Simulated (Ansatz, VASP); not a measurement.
## BN in VASP and in Ansatz

```xyz
2
Lattice="0.0000 2.7312 2.9079 1.3638 0.0000 2.9079 1.3638 2.7312 0.0000" Properties=species:S:1:pos:R:3 pbc="T T T"
B     0.0000    0.0000    0.0000
N     1.3638    2.7312    2.9079
```

Alike in both runs: task single point; functional PBE; k mesh 8 × 8 × 8; occupations gaussian, width 0.1 eV; no spin polarisation.

|  | VASP | Ansatz |
| --- | --- | --- |
| version | VASP 6.6.1 | Ansatz 0.2.0 |
| potentials or method | VASP PAW PBE potentials, release 64 (B, N), cutoff 520 eV | scalar-relativistic, plane waves, PAW |
| valence electrons in the cell | 8 | 8 |

```tsv
	VASP	Ansatz	Ansatz less VASP
gap on the k mesh at the Fermi level (eV)	2.87	2.88	+0.009
least direct gap on the mesh (eV)	3.19	3.20	+0.008
pressure (GPa)	-12.1	-11.8	+0.34
traceless stress, the component that is largest in VASP (GPa)	-40.51	-40.07	+0.440
```
